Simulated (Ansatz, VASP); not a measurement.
# One calculation of AlN, two programs

```xyz
2
Lattice="0.0580 2.1849 2.1849 2.1849 0.0580 2.1849 2.2429 2.2429 0.0000" Properties=species:S:1:pos:R:3 pbc="T T T"
Al    0.0000    0.0000   -0.0152
N     3.3643    3.3643    3.2925
```

Change from the starting cell: shear_xy strain +5.3%.

Alike in both runs: task single point; functional r2SCAN; k mesh 10 × 10 × 10; no spin polarisation.

|  | VASP | Ansatz |
| --- | --- | --- |
| version | VASP 6.6.1 | Ansatz 0.2.0 |
| potentials or method | VASP PAW PBE potentials, release 64 (Al, N) | plane waves, PAW |
| plane-wave cutoff (eV) | 520 | 500 |
| occupations | gaussian, width 0.01 eV | fixed |
| valence electrons in the cell | 8 | 8 |

|  | VASP | Ansatz | Ansatz less VASP |
| --- | --- | --- | --- |
| gap on the k mesh at the Fermi level (eV) | 3.61 | 3.62 | +0.009 |
| pressure (GPa) | -0.2 | 0.2 | +0.39 |
| traceless stress, the component that is largest in VASP (GPa) | -10.59 | -10.48 | +0.105 |
| rms of the force components (eV/Å) | 0.005 | 0.002 | -0.0029 |

VASP's potentials were made for PBE, not for r2SCAN. Atom by atom the forces differ by 0.003 eV/Å (rms over components).
